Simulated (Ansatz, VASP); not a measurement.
**Two plane-wave programs on P**

```
P
1.0
     3.09100    0.00000    0.00000
    -1.54550    2.67688    0.00000
     0.00000    0.00000   28.00000
P
2
Direct
  0.33333 0.66667 0.52341
  0.66667 0.33333 0.47659
```

Alike in both runs: task single point; functional r2SCAN; k mesh 9 × 9 × 1; occupations gaussian, width 0.02 eV; no spin polarisation.

```csv
,VASP,Ansatz
version,VASP 6.6.1,Ansatz 0.2.0
potentials or method,"VASP PAW PBE potentials, release 64 (P), cutoff 520 eV","scalar-relativistic, plane waves, PAW"
valence electrons in the cell,10,10
```

|  | VASP | Ansatz | Ansatz less VASP |
| --- | --- | --- | --- |
| gap on the k mesh at the Fermi level (eV) | 0.93 | 0.92 | -0.008 |
| least direct gap on the mesh (eV) | 2.92 | 2.89 | -0.028 |
| rms of the force components (eV/Å) | 0.650 | 0.546 | -0.1042 |

VASP's potentials were made for PBE, not for r2SCAN. Atom by atom the forces differ by 0.104 eV/Å (rms over components).
